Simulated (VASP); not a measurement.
Crystal: Yb.

```
Yb
1.0
     0.00000    2.45695    2.45695
     2.45695    0.00000    2.45695
     2.45695    2.45695    0.00000
Yb
1
Direct
  0.00000 0.00000 0.00000
```

Base run:

```yaml
Program: VASP 6.6.1
Functional: LDA
Potentials_or_basis: VASP PAW PBE potentials, release 64 (Yb)
Cutoff: 520 eV
k_mesh: 11 × 11 × 11
Occupations: fermi-dirac, width 0.01 eV
Spin: no spin polarisation
```

Its results: band gap on the k mesh zero (bands 12 and 13 overlap by 0.14 eV); pressure 0.0 GPa.

Question: After a change of settings the same cell gave: band gap on the k mesh zero (bands 12 and 13 overlap by 0.14 eV); pressure -0.9 GPa. Which change was it?
A. occupations from fermi-dirac, width 0.01 eV to methfessel-paxton, width 0.1 eV; further incar settings from ALGO = Normal; EDIFF = 1e-06; NBANDS = 18 to ALGO = Normal; EDIFF = 1e-07; NBANDS = 18
B. occupations from fermi-dirac, width 0.01 eV to methfessel-paxton, width 0.3 eV
C. occupations from fermi-dirac, width 0.01 eV to fermi-dirac, width 0.6 eV

Answer: B.

Caveats: the PAW data sets were made with another functional, which shifts forces and pressure a little; spin-orbit coupling is left out, which moves the levels of the heavy elements; so wide a smearing shifts energies and pressures (at least some runs).
